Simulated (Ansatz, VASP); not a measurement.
Two plane-wave programs on W

```xyz
1
Lattice="-1.5784 1.5784 1.5784 1.5784 -1.5784 1.5784 1.5784 1.5784 -1.5784" Properties=species:S:1:pos:R:3 pbc="T T T"
W     0.0000    0.0000    0.0000
```

Alike in both runs: functional PBEsol; k mesh 8 × 8 × 8; occupations gaussian, width 0.1 eV; no spin polarisation.

Ansatz relaxed the structure, and its values are those at the end. VASP's run is a single point on that final structure, the one shown.

|  | VASP | Ansatz |
| --- | --- | --- |
| version | VASP 6.6.1 | Ansatz 0.2.0 |
| potentials or method | VASP PAW PBE potentials, release 64 (W_sv), cutoff 520 eV | scalar-relativistic, plane waves, PAW |
| valence electrons in the cell | 14 | 14 |

```csv
,VASP,Ansatz,Ansatz less VASP
gap on the k mesh at the Fermi level (eV),none,none,-
pressure (GPa),0.3,-0.3,-0.63
```

VASP's potentials were made for PBE, not for PBEsol. A gap of «none» marks a metal or a gap that the smearing closes.

Spin-orbit coupling is off throughout.
